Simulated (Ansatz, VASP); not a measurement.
**ZnCu in VASP and in Ansatz**

```
CELL_PARAMETERS angstrom
2.90083 0.00000 0.00000
0.00000 2.90083 0.00000
0.00000 0.00000 2.98917
ATOMIC_POSITIONS crystal
Zn 0.50000 0.50000 0.50000
Cu 0.00000 0.00000 0.00000
```

Change from the starting cell: strain -0.015 along x and y, +0.015 along z, atoms carried along.

Alike in both runs: task single point; functional PBEsol; k mesh 16 × 16 × 16; occupations gaussian, width 0.15 eV; no spin polarisation.

```csv
,VASP,Ansatz
version,VASP 6.6.1,Ansatz 0.2.0
potentials or method,"VASP PAW PBE potentials, release 64 (Zn, Cu), cutoff 520 eV","scalar-relativistic, plane waves, PAW"
valence electrons in the cell,23,31
```

```csv
,VASP,Ansatz,Ansatz less VASP
gap on the k mesh at the Fermi level (eV),none,none,-
pressure (GPa),-2.0,-2.9,-0.91
```

VASP's potentials were made for PBE, not for PBEsol. A gap of «none» marks a metal or a gap that the smearing closes. The functional is the same, so the differences come from potentials, cutoffs and numerics. VASP's potentials hold 23 valence electrons a cell and Ansatz's 31, so a difference there can come from the potentials and not from the codes.
